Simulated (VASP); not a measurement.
Write the native input for VASP 6.6.1 that does the following.

```yaml
Task: single point
Functional: r2SCAN
Potentials_or_basis: VASP PAW PBE potentials, release 64 (Ge_d)
Cutoff: 520 eV
k_mesh: 6 × 6 × 6
Occupations: gaussian, width 0.1 eV
Spin: no spin polarisation
Dipole_correction: no
Further_INCAR_settings: ALGO = Normal; EDIFF = 1e-06; NBANDS = 21
```

Ge:

```
CELL_PARAMETERS angstrom
1.95168 1.12680 3.61916
-1.95168 1.12680 3.61916
0.00000 -2.25361 3.61916
ATOMIC_POSITIONS crystal
Ge 0.22754 0.22754 0.22754
Ge 0.77246 0.77246 0.77246
```

One way to write it, as run:

POSCAR

```
Ge
1.0
    1.9516794240      1.1268026408      3.6191554990
   -1.9516794240      1.1268026408      3.6191554990
    0.0000000000     -2.2536052816      3.6191554990
Ge
2
Direct
    0.2275400000      0.2275400000      0.2275400000
    0.7724600000      0.7724600000      0.7724600000
```

INCAR.step1

```
PREC = Accurate
ENCUT = 520
ISMEAR = 0
SIGMA = 0.1
LREAL = False
LASPH = True
NELM = 100
NBANDS = 21
GGA = PE
ALGO = Normal
EDIFF = 1E-4
LWAVE = True
LCHARG = False
```

INCAR.step2

```
PREC = Accurate
ENCUT = 520
EDIFF = 1E-6
ISMEAR = 0
SIGMA = 0.1
LREAL = False
LASPH = True
NELM = 100
ALGO = Normal
ISIF = 2
LWAVE = False
LCHARG = False
METAGGA = R2SCAN
LMIXTAU = True
NBANDS = 21
ISTART = 1
```

KPOINTS

```
Automatic mesh
0
Gamma
  6 6 6
```

Potentials or basis: VASP PAW PBE potentials, release 64 (Ge_d).

The run is started by

```sh
$ cat potpaw_PBE.64/Ge_d/POTCAR > POTCAR
$ cp INCAR.step1 INCAR
$ mpirun -np 1 vasp_std > vasp.out
$ cp INCAR.step2 INCAR
$ mpirun -np 1 vasp_std > vasp.out
```

Results of the run:

- Pressure: -7.1 GPa
- Largest force: 0.167 eV/Å
- Band gap on the k mesh: zero (band 14 reaches 4.88 eV, above the bottom of band 15 at 2.22 eV)

Caveat: the PAW data sets were made with another functional, which shifts forces and pressure a little.

It took 63 s on 1 thread of Intel(R) Xeon(R) Platinum 8259CL CPU @ 2.50GHz (Skylake/Cascade Lake), on a shared host, peak memory 0.19 GiB.
